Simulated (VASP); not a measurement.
Here is a VASP 6.6.1 calculation.

Contents of INCAR:

```
  PREC = Accurate
  ENCUT = 520
  EDIFF = 1E-6
  ISMEAR = -1
  SIGMA = 0.1
  LREAL = F
  LASPH = T
  NELM = 60
  ALGO = Normal
  ISIF = 2
  LWAVE = F
  LCHARG = T
  GGA = PE
  LELF = T
  LVHAR = T
  NBANDS = 48
```

The input KPOINTS:

```
Automatic mesh
0
Gamma
  8 8 4
```

The input POSCAR:

```
KNaAs4O6
1.0
    2.6597420616      4.6068083857      0.0000000000
   -2.6597420616      4.6068083857      0.0000000000
    0.0000000000      0.0000000000      9.4279290840
As Na O K
4 1 6 1
Direct
    0.3333333333      0.3333333333      0.2031914970
    0.6666666667      0.6666666667      0.2031914970
    0.3333333333      0.3333333333      0.7968085030
    0.6666666667      0.6666666667      0.7968085030
    0.0000000000      0.0000000000      0.0000000000
    0.5000000000      0.5000000000      0.3113053056
    0.5000000000      0.0000000000      0.3113053056
    0.0000000000      0.5000000000      0.3113053056
    0.0000000000      0.5000000000      0.6886946944
    0.5000000000      0.0000000000      0.6886946944
    0.5000000000      0.5000000000      0.6886946944
    0.0000000000      0.0000000000      0.5000000000
```

Potentials or basis: VASP PAW PBE potentials, release 64 (As, Na_pv, O, K_sv).

The run is started by

```console
$ cat potpaw_PBE.64/As/POTCAR potpaw_PBE.64/Na_pv/POTCAR potpaw_PBE.64/O/POTCAR potpaw_PBE.64/K_sv/POTCAR > POTCAR
$ mpirun -np 1 vasp_std > vasp.out
```

(1) Estimate the largest force.

(2) Predict the pressure.

Answers

(1) 0.203 eV/Å.

(2) 0.6 GPa.
